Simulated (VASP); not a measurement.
# Mg3CO3 in VASP: a series of runs

Runs on Mg3CO3. Level: PBE. Tasks: single point.

All numbers are computed with VASP 6.6.1; they aren't measurements. Logs are shortened: lines on timing, memory, paths and dates and some standing lists are left out, and cuts for length are marked.

**1. The cell of the first run**

The cell holds a slab with vacuum, 7 atoms: a = 3.009 Å, b = 3.009 Å, c = 23.079 Å, α = 90.00°, β = 90.00°, γ = 120.00°.

**2. Single point, PBE, collinear spin**

Contents of INCAR:

```
SYSTEM = Mg3CO3
PREC = Accurate
ENCUT = 520
EDIFF = 1E-7
ISMEAR = 0
SIGMA = 0.05
LREAL = .FALSE.
LASPH = .TRUE.
NELM = 150
ALGO = Normal
ISIF = 2
LWAVE = .FALSE.
LCHARG = .TRUE.
ISPIN = 2
MAGMOM = 0 0 0 0 0 0 2
LORBIT = 11
LDIPOL = .TRUE.
IDIPOL = 3
DIPOL = 0.5 0.5 0.332
GGA = PE
LELF = .TRUE.
LVHAR = .TRUE.
LVACPOTAV = .TRUE.
NBANDS = 27
```

Contents of KPOINTS:

```
Automatic mesh
0
G
  9 9 1
  0 0 0
```

Contents of POSCAR:

```
Mg3CO3
1.0
    3.0085896345      0.0000000000      0.0000000000
   -1.5042948172      2.6055150530      0.0000000000
    0.0000000000      0.0000000000     23.0789991983
O Mg C
3 3 1
Direct
    0.3333333333      0.6666666667      0.1733177408
    0.0000000000      0.0000000000      0.2797566348
    0.6666666667      0.3333333333      0.3878522578
    0.6666666667      0.3333333333      0.2265371878
    0.3333333333      0.6666666667      0.3281901435
    0.0000000000      0.0000000000      0.4367173425
    0.3333333333     -0.3333333333      0.4904458422
```

Potentials or basis: VASP PAW PBE potentials, release 64 (O, Mg, C).

On the command line:

```sh
cat potpaw_PBE.64/O/POTCAR potpaw_PBE.64/Mg/POTCAR potpaw_PBE.64/C/POTCAR > POTCAR
mpirun -np 1 vasp_std > vasp.out
```

OUTCAR:

```text
SYSTEM = Mg3CO3
   PREC = Accurate
   ENCUT = 520
   EDIFF = 1E-7
   ISMEAR = 0
   LREAL = .FALSE.
   LASPH = .TRUE.
   NELM = 150
   ISIF = 2
   ISPIN = 2
   LORBIT = 11
   GGA = PE

 ion  position               nearest neighbor table
   1  0.333  0.667  0.173-   4 2.13   4 2.13   4 2.13
   2  0.000  0.000  0.280-   5 2.07   5 2.07   5 2.07   4 2.13   4 2.13   4 2.13
   3  0.667  0.333  0.388-   6 2.07   6 2.07   6 2.07   5 2.22   5 2.22   5 2.22
   4  0.667  0.333  0.227-   1 2.13   2 2.13   1 2.13   2 2.13   2 2.13   1 2.13   5 2.92   5 2.92
                             5 2.92
   5  0.333  0.667  0.328-   2 2.07   2 2.07   2 2.07   3 2.22   3 2.22   3 2.22   4 2.92   4 2.92
                             4 2.92   6 3.05   6 3.05   6 3.05
   6  0.000  0.000  0.437-   3 2.07   3 2.07   3 2.07   7 2.13   7 2.13   7 2.13   5 3.05   5 3.05
                             5 3.05
   7  0.333  0.667  0.490-   6 2.13   6 2.13   6 2.13

  LATTYP: Found a hexagonal cell.
 ALAT       =     3.0085896345
 C/A-ratio  =     7.6710359345

  Lattice vectors:

 A1 = (   3.0085896345,   0.0000000000,   0.0000000000)
 A2 = (  -1.5042948172,   2.6055150530,   0.0000000000)
 A3 = (   0.0000000000,   0.0000000000,  23.0789991983)

Analysis of symmetry for initial positions (statically):
=====================================================================
 Subroutine PRICEL returns:
 Original cell was already a primitive cell.

 Routine SETGRP: Setting up the symmetry group for a
 hexagonal supercell.

 Subroutine GETGRP returns: Found  6 space group operations
 (whereof  6 operations were pure point group operations)
 out of a pool of 24 trial point group operations.

The static configuration has the point symmetry C_3v.

Analysis of symmetry for dynamics (positions and initial velocities):
=====================================================================
 Subroutine PRICEL returns:
 Original cell was already a primitive cell.

 Routine SETGRP: Setting up the symmetry group for a
 hexagonal supercell.

 Subroutine GETGRP returns: Found  6 space group operations
 (whereof  6 operations were pure point group operations)
 out of a pool of 24 trial point group operations.

The dynamic configuration has the point symmetry C_3v.

Analysis of structural, dynamic, and magnetic symmetry:
=====================================================================
 Subroutine PRICEL returns:
 Original cell was already a primitive cell.

 Routine SETGRP: Setting up the symmetry group for a
 hexagonal supercell.

 Subroutine GETGRP returns: Found  6 space group operations
 (whereof  6 operations were pure point group operations)
 out of a pool of 24 trial point group operations.

The overall configuration has the point symmetry C_3v.

 Subroutine INISYM returns: Found  6 space group operations
 (whereof  6 operations are pure point group operations),
 and found     1 'primitive' translations

----------------------------------------------------------------------------------------

                                     Primitive cell

  volume of cell :     180.9146

  direct lattice vectors                    reciprocal lattice vectors
     3.008589634  0.000000000  0.000000000     0.332381654  0.191900638  0.000000000
    -1.504294817  2.605515053  0.000000000     0.000000000  0.383801275  0.000000000
     0.000000000  0.000000000 23.078999198     0.000000000  0.000000000  0.043329435

  length of vectors
     3.008589634  3.008589634 23.078999198     0.383801275  0.383801275  0.043329435

  position of ions in fractional coordinates (direct lattice)
     0.333333333  0.666666667  0.173317741
     0.000000000  0.000000000  0.279756635
     0.666666667  0.333333333  0.387852258
     0.666666667  0.333333333  0.226537188
     0.333333333  0.666666667  0.328190144
     0.000000000  0.000000000  0.436717343
     0.333333333  0.666666667  0.490445842

[... 51 lines left out ...]
   number of dos      NEDOS =    301   number of ions     NIONS =      7
   total plane-waves  NPLWV = 103680
   dimension x,y,z NGX =    24 NGY =   24 NGZ =  180
   dimension x,y,z NGXF=    48 NGYF=   48 NGZF=  360
   ions per type =               3   3   1
   NGX,Y,Z   is equivalent  to a cutoff of  13.26, 13.26, 12.97 a.u.
   NGXF,Y,Z  is equivalent  to a cutoff of  26.52, 26.52, 25.93 a.u.
 SYSTEM =  Mg3CO3
   PREC   = accura    normal or accurate (medium, high low for compatibility)
   ISTART =      0    job   : 0-new  1-cont  2-samecut
   ICHARG =      2    charge: 1-file 2-atom 10-const
   ISPIN  =      2    spin polarized calculation?
   LNONCOLLINEAR =      F non collinear calculations
   LSORBIT =      F    spin-orbit coupling
   LASPH  =      T    aspherical Exc in radial PAW
   ENCUT  =  520.0 eV  38.22 Ry    6.18 a.u.   5.59  5.59 42.91*2*pi/ulx,y,z
   NELM   =    150;   NELMIN=  2; NELMDL= -5     # of ELM steps
   EDIFF  = 0.1E-06   stopping-criterion for ELM
   LREAL  =      F    real-space projection
   EDIFFG = 0.1E-05   stopping-criterion for IOM
   NSW    =      0    number of steps for IOM
   IBRION =     -1    ionic relax: 0-MD 1-quasi-New 2-CG
   NFREE  =      0    steps in history (QN), initial steepest desc. (CG)
   ISIF   =      2    stress and relaxation
   ISYM   =      2    0-nonsym 1-usesym 2-fastsym
   POTIM  = 0.5000    time-step for ionic-motion
   TEBEG  =    0.0;   TEEND  =   0.0 temperature during run
   PSTRESS=    0.0 pullay stress
   NELECT =      28.0000    total number of electrons
   NUPDOWN=      -1.0000    fix difference up-down
   EMIN   =  10.00;   EMAX   =-10.00  energy-range for DOS
   EFERMI =   0.00;   METHOD = LEGACY
   ISMEAR =     0;   SIGMA  =   0.05  broadening in eV -4-tet -1-fermi 0-gaus
   EFERMI_NEDOS =   21; number of points for ismear=-14 and -15
   IALGO  =     38    algorithm
   IMIX   =      4    mixing-type and parameters
     AMIX     =   0.40;   BMIX     =  1.00
     AMIX_MAG =   1.60;   BMIX_MAG =  1.00
  volume/ion in A,a.u.               =      25.84       174.41
  Fermi-wavevector in a.u.,A,eV,Ry     =   0.878961  1.660996 10.511489  0.772573
  Thomas-Fermi vector in A             =   1.999119
   LORBIT       =     11    0 simple, 1 ext, 2 COOP (PROOUT), +10 PAW based schemes
   GGA     = PE    functional components
   LHFCALC =     F    Hartree Fock is set to
   AEXX    =    0.0000 exact exchange contribution
   IVDW    =     0    specifies the selected vdW correction
   LEPSILON=     F    determine dielectric tensor
   LRPA    =     F    only Hartree local field effects (RPA)
 spin polarized calculation
 Gauss-broadening in eV      SIGMA  =   0.05
  energy-cutoff  :      520.00
  volume of cell :      180.91
 maximum number of plane-waves:      4908
 NGX is ok and might be reduce to    24
   NGX = 11   NGY = 11   NGZ = 85

 dipolmoment           0.000000      0.000000      0.001868 electrons x Angstroem

 number of electron      28.0000004 magnetization       1.2926263

 dipolmoment           0.000000      0.000000     -0.147862 electrons x Angstroem

 Free energy of the ion-electron system (eV)
  ---------------------------------------------------
  ext. energy  EPLUGINS =         0.00000000
  ---------------------------------------------------
  free energy    TOTEN  =       -34.71387073 eV

  energy without entropy =      -34.70708913  energy(sigma->0) =      -34.71047993

 E-fermi :  -3.8123     XC(G=0):  -4.7610

 val. band max:       -3.8281690819   @ k =   0.2222   0.1111   0.0000
 cond. band min:      -3.7685930036   @ k =   0.3333   0.0000   0.0000
 fundamental gap:      0.0595760784
 Fermi energy:        -3.8122622020

 spin component 1

 k-point     1 :       0.0000    0.0000    0.0000
  band No.  band energies     occupation
      1     -22.1133      1.00000
      2     -21.5557      1.00000
      3     -19.4987      1.00000
      4     -14.8008      1.00000
      5      -8.8974      1.00000
      6      -7.2266      1.00000
[... 337 lines left out ...]
     25       8.0228      0.00000
     26       9.1109      0.00000
 Fermi energy:        -3.8122622020

 spin component 2

 k-point     1 :       0.0000    0.0000    0.0000
  band No.  band energies     occupation
      1     -22.0616      1.00000
      2     -21.4794      1.00000
      3     -19.4890      1.00000
      4     -13.6655      1.00000
      5      -8.7287      1.00000
      6      -6.8213      1.00000
[... 337 lines left out ...]
     25       8.2758      0.00000
     26       9.5718      0.00000
 [bands above 26 left out]

------------------------ aborting loop because EDIFF is reached ----------------------------------------

  FORCE on cell =-STRESS in cart. coord.  units (eV):
  Direction    XX          YY          ZZ          XY          YZ          ZX
  --------------------------------------------------------------------------------------
  -------------------------------------------------------------------------------------
  Total        0.7351379      0.7351379      3.0120722      0.0000000      0.0000000      0.0000000
  in kB        6.5103730      6.5103730     26.6748781      0.0000000      0.0000000      0.0000000
  external PRESSURE =      13.2318747 kB  Pullay stress =       0.0000000 kB

 VOLUME and BASIS-vectors are now :
 -----------------------------------------------------------------------------
  energy-cutoff  :      520.00
  volume of cell :      180.91
      direct lattice vectors                 reciprocal lattice vectors
     3.008589634  0.000000000  0.000000000     0.332381654  0.191900638  0.000000000
    -1.504294817  2.605515053  0.000000000     0.000000000  0.383801275  0.000000000
     0.000000000  0.000000000 23.078999198     0.000000000  0.000000000  0.043329435

 POSITION                                       TOTAL-FORCE (eV/Angst)
 -----------------------------------------------------------------------------------
     -0.00000      1.73701      4.00000         0.000000      0.000000      1.161417
      0.00000      0.00000      6.45650         0.000000      0.000000      0.618707
      1.50429      0.86851      8.95124        -0.000000      0.000000     -0.999205
      1.50429      0.86851      5.22825         0.000000      0.000000     -2.172107
     -0.00000      1.73701      7.57430         0.000000     -0.000000      0.880681
      0.00000      0.00000     10.07900        -0.000000      0.000000     -1.847550
     -0.00000      1.73701     11.31900         0.000000      0.000000      2.358057
 -----------------------------------------------------------------------------------
    total drift:                                0.000000      0.000000      0.000720

  FREE ENERGIE OF THE ION-ELECTRON SYSTEM (eV)
  ---------------------------------------------------
  free  energy   TOTEN  =       -34.7138707349 eV

  energy  without entropy=      -34.7070891315  energy(sigma->0) =      -34.71047993

 vacuum level on the upper side and lower side of the slab         2.811         6.224

 total charge

# of ion       s       p       d       tot
------------------------------------------
    1        1.594   3.215   0.000   4.808
    2        1.545   3.559   0.000   5.104
    3        1.548   3.522   0.000   5.070
    4        0.149   0.166   0.069   0.384
    5        0.147   0.171   0.074   0.392
    6        0.182   0.207   0.082   0.472
    7        0.992   1.160   0.000   2.152
--------------------------------------------------
tot          6.157  12.000   0.225  18.382

 magnetization (x)

# of ion       s       p       d       tot
------------------------------------------
    1        0.000   0.006   0.000   0.006
    2        0.000   0.004   0.000   0.004
    3        0.004   0.066   0.000   0.070
    4       -0.000   0.000   0.000   0.000
    5        0.000   0.001   0.000   0.001
    6        0.007   0.015   0.010   0.031
    7        0.042   0.553   0.000   0.595
--------------------------------------------------
tot          0.054   0.645   0.010   0.709
```

Wall time 20 min (1 thread of Oxide Virtual Turin-like, shared host); peak memory 0.41 GiB.

What came out:

| Item | Value |
| --- | --- |
| Free energy | -34.7139 eV |
| Largest force | 2.358 eV/Å |
| Net moment | 1.29 μB per cell |
| Site moments | O +0.01, +0.00, +0.07; Mg +0.00, +0.03 (each value once); C +0.59 μB |
| Valence electrons inside the program's atomic spheres | O 4.81, 5.10, 5.07; Mg 0.38, 0.39, 0.47; C 2.15 |

Forces in eV/Å, atoms in the order of the input:
```
O    0.000  0.000  1.161
O    0.000  0.000  0.619
O    0.000  0.000 -0.999
Mg   0.000  0.000 -2.172
Mg   0.000  0.000  0.881
Mg   0.000  0.000 -1.848
C    0.000  0.000  2.358
```

Levels at points of the mesh, in eV from the Fermi level:
Spin up:
| k point | band 11 | band 12 | band 13 | band 14 | band 15 | band 16 | band 17 | band 18 | band 19 | band 20 |
| --- | --- | --- | --- | --- | --- | --- | --- | --- | --- | --- |
| (0.00, 0.00, 0.00) | -1.34 | -0.38 | 0.42 | 0.42 | 1.70 | 1.70 | 4.31 | 5.87 | 6.38 | 7.89 |
Spin down:
| k point | band 11 | band 12 | band 13 | band 14 | band 15 | band 16 | band 17 | band 18 |
| --- | --- | --- | --- | --- | --- | --- | --- | --- |
| (0.00, 0.00, 0.00) | -0.53 | 0.42 | 0.42 | 0.66 | 2.67 | 2.67 | 4.43 | 6.02 |

Caveat: a moment this small can come from the mesh or the smearing.

(Part 1 of 2 ends here.)
